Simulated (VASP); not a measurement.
# Nb (Fm-3m) in VASP: single point with r2SCAN

Aim: the single point of Nb with r2SCAN.

Everything below comes from runs of VASP 6.6.1. Logs are shortened: lines on timing, memory, paths and dates and some standing lists are left out, and cuts for length are marked.

### 1 The cell of the first run

It takes space group Fm-3m (No. 225, cubic). Conventional cell: a = 4.213 Å, b = 4.213 Å, c = 4.213 Å, α = 90.00°, β = 90.00°, γ = 90.00°. Within 3.9 Å of Nb (site symmetry m-3m) lie 12 Nb at 2.98 Å.

This isn't the form of Nb at room conditions, which is bcc.

### 2 Single point, r2SCAN

POSCAR reads:

```
Nb
1.0
    2.9789315578      0.0000000000      0.0000000000
    0.0000000000      2.9789315578      0.0000000000
    1.4894657789      1.4894657789      2.1064227052
Nb
1
Direct
    0.0000000000      0.0000000000      0.0000000000
```

INCAR.step1 reads:

```
SYSTEM = Nb
PREC     = Accurate       ! precision mode
ENCUT    = 520            ! plane-wave cutoff, eV
ISMEAR   = 0              ! smearing method
SIGMA    = 0.1            ! smearing width, eV
LREAL    = .False.        ! projectors in reciprocal space
LASPH    = .True.         ! aspherical terms in the spheres
NELM     = 80             ! most SCF steps
NBANDS   = 12             ! bands
ISYM     = 0            
GGA      = PE             ! functional
ALGO     = Normal         ! electronic algorithm
EDIFF    = 1E-4           ! SCF threshold, eV
LWAVE    = .True.         ! write WAVECAR
LCHARG   = .False.        ! write CHGCAR
```

INCAR.step2 reads:

```
SYSTEM = Nb
PREC     = Accurate       ! precision mode
ENCUT    = 520            ! plane-wave cutoff, eV
EDIFF    = 1E-7           ! SCF threshold, eV
ISMEAR   = 0              ! smearing method
SIGMA    = 0.1            ! smearing width, eV
LREAL    = .False.        ! projectors in reciprocal space
LASPH    = .True.         ! aspherical terms in the spheres
NELM     = 80             ! most SCF steps
ALGO     = Normal         ! electronic algorithm
ISIF     = 2              ! what is computed and relaxed
LWAVE    = .False.        ! write WAVECAR
LCHARG   = .False.        ! write CHGCAR
METAGGA  = R2SCAN         ! meta-GGA
LMIXTAU  = .True.       
NBANDS   = 12             ! bands
ISYM     = 0            
ISTART   = 1
```

KPOINTS reads:

```
regular mesh
0
Gamma
  12 12 16
  0 0 0
```

Potentials or basis: VASP PAW PBE potentials, release 64 (Nb_sv).

The run is started by

```
> cat potpaw_PBE.64/Nb_sv/POTCAR > POTCAR
> cp INCAR.step1 INCAR
> mpirun -np 1 vasp_std > vasp.out
> cp INCAR.step2 INCAR
> mpirun -np 1 vasp_std > vasp.out
```

OUTCAR:

```text
SYSTEM = Nb
   PREC = Accurate
   ENCUT = 520
   EDIFF = 1E-7
   ISMEAR = 0
   LREAL = .False.
   LASPH = .True.
   NELM = 80
   ISIF = 2
   METAGGA = R2SCAN
   ISYM = 0
   ISTART = 1

 ion  position               nearest neighbor table
   1  0.000  0.000  0.000-

IMPORTANT INFORMATION: All symmetrisations will be switched off!
NOSYMM: (Re-)initialisation of all symmetry stuff for point group C_1.

----------------------------------------------------------------------------------------

                                     Primitive cell

  volume of cell :      18.6925

  direct lattice vectors                    reciprocal lattice vectors
     2.978931558  0.000000000  0.000000000     0.335690828  0.000000000 -0.237369261
     0.000000000  2.978931558  0.000000000     0.000000000  0.335690828 -0.237369261
     1.489465779  1.489465779  2.106422705     0.000000000  0.000000000  0.474738521

  length of vectors
     2.978931558  2.978931558  2.978931558     0.411135619  0.411135619  0.474738521

  position of ions in fractional coordinates (direct lattice)
     0.000000000  0.000000000  0.000000000

  ion indices of the primitive-cell ions
   primitive index   ion index
                 1           1

----------------------------------------------------------------------------------------

 KPOINTS: regular mesh

Automatic generation of k-mesh.
 Grid dimensions read from file:
 generate k-points for:   12   12   16

 Generating k-lattice:

  Cartesian coordinates                     Fractional coordinates (reciprocal lattice)
     0.027974236  0.000000000 -0.019780772     0.083333333  0.000000000  0.000000000
     0.000000000  0.027974236 -0.019780772     0.000000000  0.083333333  0.000000000
     0.000000000  0.000000000  0.029671158     0.000000000  0.000000000  0.062500000

  Length of vectors
     0.034261302  0.034261302  0.029671158

  Shift w.r.t. Gamma in fractional coordinates (k-lattice)
     0.000000000  0.000000000  0.000000000

 -----------------------------------------------------------------------------
|                                                                             |
|           W    W    AA    RRRRR   N    N  II  N    N   GGGG   !!!           |
|           W    W   A  A   R    R  NN   N  II  NN   N  G    G  !!!           |
|           W    W  A    A  R    R  N N  N  II  N N  N  G       !!!           |
|           W WW W  AAAAAA  RRRRR   N  N N  II  N  N N  G  GGG   !            |
|           WW  WW  A    A  R   R   N   NN  II  N   NN  G    G                |
|           W    W  A    A  R    R  N    N  II  N    N   GGGG   !!!           |
|                                                                             |
|     Your reciprocal lattice and k-lattice belong to different lattice       |
|     classes:                                                                |
|                                                                             |
|        The reciprocal lattice is body-centered cubic,                       |
|        whereas your k-lattice is base-centered monoclinic.                  |
|                                                                             |
|     Results are often still useful ...                                      |
|                                                                             |
 -----------------------------------------------------------------------------

 WARNING: IBZKPT: internal override: KBLOWUP is changed to .FALSE.
      ... skipping the blow-up phase ...

 Subroutine IBZKPT returns following result:
 ===========================================

 Found   1156 irreducible k-points:

 Following reciprocal coordinates:
            Coordinates               Weight
  0.000000  0.000000  0.000000      1.000000
  0.083333  0.000000 -0.000000      2.000000
  0.166667  0.000000 -0.000000      2.000000
  0.250000  0.000000 -0.000000      2.000000
  0.333333  0.000000 -0.000000      2.000000
  0.416667  0.000000 -0.000000      2.000000
[... 16 lines left out ...]
  0.250000  0.166667 -0.000000      2.000000
  0.333333  0.166667 -0.000000      2.000000
 [... further k-points ...]
   k-points           NKPTS =   1156   k-points in BZ     NKDIM =   1156   number of bands    NBANDS=     12
   number of dos      NEDOS =    301   number of ions     NIONS =      1
   total plane-waves  NPLWV =  13824
   dimension x,y,z NGX =    24 NGY =   24 NGZ =   24
   dimension x,y,z NGXF=    48 NGYF=   48 NGZF=   48
   ions per type =               1
   NGX,Y,Z   is equivalent  to a cutoff of  13.39, 13.39, 13.39 a.u.
   NGXF,Y,Z  is equivalent  to a cutoff of  26.79, 26.79, 26.79 a.u.
 SYSTEM =  Nb
   PREC   = accura    normal or accurate (medium, high low for compatibility)
   ISTART =      1    job   : 0-new  1-cont  2-samecut
   ICHARG =      0    charge: 1-file 2-atom 10-const
   ISPIN  =      1    spin polarized calculation?
   LNONCOLLINEAR =      F non collinear calculations
   LSORBIT =      F    spin-orbit coupling
   LASPH  =      T    aspherical Exc in radial PAW
   ENCUT  =  520.0 eV  38.22 Ry    6.18 a.u.   5.54  5.54  5.54*2*pi/ulx,y,z
   NELM   =     80;   NELMIN=  2; NELMDL=  0     # of ELM steps
   EDIFF  = 0.1E-06   stopping-criterion for ELM
   LREAL  =      F    real-space projection
   EDIFFG = 0.1E-05   stopping-criterion for IOM
   NSW    =      0    number of steps for IOM
   IBRION =     -1    ionic relax: 0-MD 1-quasi-New 2-CG
   NFREE  =      0    steps in history (QN), initial steepest desc. (CG)
   ISIF   =      2    stress and relaxation
   ISYM   =      0    0-nonsym 1-usesym 2-fastsym
   POTIM  = 0.5000    time-step for ionic-motion
   TEBEG  =    0.0;   TEEND  =   0.0 temperature during run
   PSTRESS=    0.0 pullay stress
   NELECT =      13.0000    total number of electrons
   NUPDOWN=      -1.0000    fix difference up-down
   EMIN   =  10.00;   EMAX   =-10.00  energy-range for DOS
   EFERMI =   0.00;   METHOD = LEGACY
   ISMEAR =     0;   SIGMA  =   0.10  broadening in eV -4-tet -1-fermi 0-gaus
   EFERMI_NEDOS =   21; number of points for ismear=-14 and -15
   IALGO  =     38    algorithm
   IMIX   =      4    mixing-type and parameters
     AMIX     =   0.40;   BMIX     =  1.00
     AMIX_MAG =   1.60;   BMIX_MAG =  1.00
  volume/ion in A,a.u.               =      18.69       126.14
  Fermi-wavevector in a.u.,A,eV,Ry     =   1.450442  2.740938 28.623699  2.103783
  Thomas-Fermi vector in A             =   2.568054
   LORBIT       =      0    0 simple, 1 ext, 2 COOP (PROOUT), +10 PAW based schemes
   METAGGA = R2SCAN    functional components
   LHFCALC =     F    Hartree Fock is set to
   AEXX    =    0.0000 exact exchange contribution
   IVDW    =     0    specifies the selected vdW correction
   LEPSILON=     F    determine dielectric tensor
   LRPA    =     F    only Hartree local field effects (RPA)
 non-spin polarized calculation
 Gauss-broadening in eV      SIGMA  =   0.10
  energy-cutoff  :      520.00
  volume of cell :       18.69
 maximum number of plane-waves:       531
 NGX is ok and might be reduce to    24
   NGX = 11   NGY = 11   NGZ = 11

 number of electron      13.0000001 magnetization

 Free energy of the ion-electron system (eV)
  ---------------------------------------------------
  ext. energy  EPLUGINS =         0.00000000
  ---------------------------------------------------
  free energy    TOTEN  =       -24.51460493 eV

  energy without entropy =      -24.50881363  energy(sigma->0) =      -24.51170928

 E-fermi :  11.0327     XC(G=0): -13.4045

 val. band max:       11.0221622737   @ k =  -0.0833   0.4167   0.3125
 cond. band min:      11.0364604295   @ k =   0.0833   0.3333  -0.0000
 fundamental gap:      0.0142981557
 Fermi energy:        11.0327379640

 k-point     1 :       0.0000    0.0000    0.0000
  band No.  band energies     occupation
      1     -45.6080      2.00000
      2     -20.2355      2.00000
      3     -20.2327      2.00000
      4     -20.2325      2.00000
      5       4.4046      2.00000
      6      11.1530      0.08904
      7      11.1533      0.08814
      8      11.1544      0.08540
      9      13.9921      0.00000
     10      13.9933      0.00000
     11      23.2626      0.00000
     12      28.5200      0.00000

 k-point     2 :       0.0833    0.0000   -0.0000
  band No.  band energies     occupation
      1     -45.5939      2.00000
      2     -20.3262      2.00000
      3     -20.2449      2.00000
      4     -20.2437      2.00000
      5       4.6750      2.00000
      6      10.9372      1.82332
      7      11.2747      0.00062
      8      11.2757      0.00059
      9      13.8841      0.00000
     10      13.8852      0.00000
     11      23.8074      0.00000
     12      27.4202      0.00000

 k-point     3 :       0.1667    0.0000   -0.0000
  band No.  band energies     occupation
      1     -45.5550      2.00000
      2     -20.5721      2.00000
      3     -20.2753      2.00000
      4     -20.2741      2.00000
      5       5.4063      2.00000
      6      10.4834      2.00000
      7      11.5238      0.00000
      8      11.5244      0.00000
      9      13.7432      0.00000
     10      13.7438      0.00000
     11      24.8601      0.00000
     12      26.0121      0.00000
[... 286 lines left out ...]
 k-point    23 :       0.2500    0.1667   -0.0000
  band No.  band energies     occupation
      1     -45.4345      2.00000
      2     -21.0984      2.00000
      3     -20.5862      2.00000
      4     -20.3455      2.00000
      5       7.6247      2.00000
      6       9.8088      2.00000
      7      10.7380      1.99997
      8      12.1430      0.00000
      9      13.3135      0.00000
     10      16.3717      0.00000
     11      24.3818      0.00000
     12      26.9942      0.00000

 k-point    24 :       0.3333    0.1667   -0.0000
  band No.  band energies     occupation
      1     -45.3934      2.00000
      2     -21.2909      2.00000
      3     -20.6370      2.00000
      4     -20.3981      2.00000
      5       7.8647      2.00000
      6      10.1926      2.00000
      7      10.5823      2.00000
      8      11.8737      0.00000
      9      14.4110      0.00000
     10      17.3508      0.00000
     11      23.0311      0.00000
     12      25.5954      0.00000

 [... further k-points ...]
[... 5 lines left out ...]
  --------------------------------------------------------------------------------------
  -------------------------------------------------------------------------------------
  Total       -0.0129179     -0.0129176     -0.0424094     -0.0122392      0.0017898      0.0017892
  in kB       -1.1072214     -1.1071958     -3.6350138     -1.0490522      0.1534090      0.1533528
  external PRESSURE =      -1.9498103 kB  Pullay stress =       0.0000000 kB

 VOLUME and BASIS-vectors are now :
 -----------------------------------------------------------------------------
  energy-cutoff  :      520.00
  volume of cell :       18.69
      direct lattice vectors                 reciprocal lattice vectors
     2.978931558  0.000000000  0.000000000     0.335690828  0.000000000 -0.237369261
     0.000000000  2.978931558  0.000000000     0.000000000  0.335690828 -0.237369261
     1.489465779  1.489465779  2.106422705     0.000000000  0.000000000  0.474738521

 POSITION                                       TOTAL-FORCE (eV/Angst)
 -----------------------------------------------------------------------------------
      0.00000      0.00000      0.00000        -0.000000     -0.000000      0.000000
 -----------------------------------------------------------------------------------
    total drift:                               -0.000000     -0.000000      0.000000

  FREE ENERGIE OF THE ION-ELECTRON SYSTEM (eV)
  ---------------------------------------------------
  free  energy   TOTEN  =       -24.5146049291 eV

  energy  without entropy=      -24.5088136349  energy(sigma->0) =      -24.51170928
```

It took 5.2 min on 1 thread of Intel Xeon 6975P-C (Granite Rapids), shared host; peak memory 0.35 GiB.

Results:

```yaml
Free_energy: -24.5146 eV
Pressure: -0.2 GPa
Band_gap_on_the_k_mesh: zero (an odd number of electrons rules out a gap without spin polarisation)
```

Levels at points of the mesh, in eV from the Fermi level:
```
           k point  band 4  band 5  band 6  band 7  band 8  band 9  band 10  band 11
(0.00, 0.00, 0.00)  -31.27   -6.63    0.12    0.12    0.12    2.96     2.96    12.23
(0.50, 0.00, 0.00)  -31.43   -4.08   -0.02   -0.02    1.26    4.91     4.92    11.06
(0.00, 0.50, 0.00)  -31.43   -4.08   -0.02   -0.02    1.26    4.91     4.92    11.06
(0.50, 0.50, 0.00)  -31.72   -4.27   -3.56    3.65    4.97    5.44     5.44    11.88
(0.00, 0.00, 0.50)  -31.72   -4.27   -3.56    3.65    4.97    5.44     5.44    11.88
(0.50, 0.00, 0.50)  -31.43   -4.08   -0.02   -0.02    1.26    4.91     4.92    11.06
(0.00, 0.50, 0.50)  -31.43   -4.08   -0.02   -0.02    1.26    4.91     4.92    11.06
(0.50, 0.50, 0.50)  -31.72   -4.27   -3.56    3.65    4.97    5.44     5.44    11.88
```

Caveat: the PAW data sets were made with another functional, which shifts forces and pressure a little.
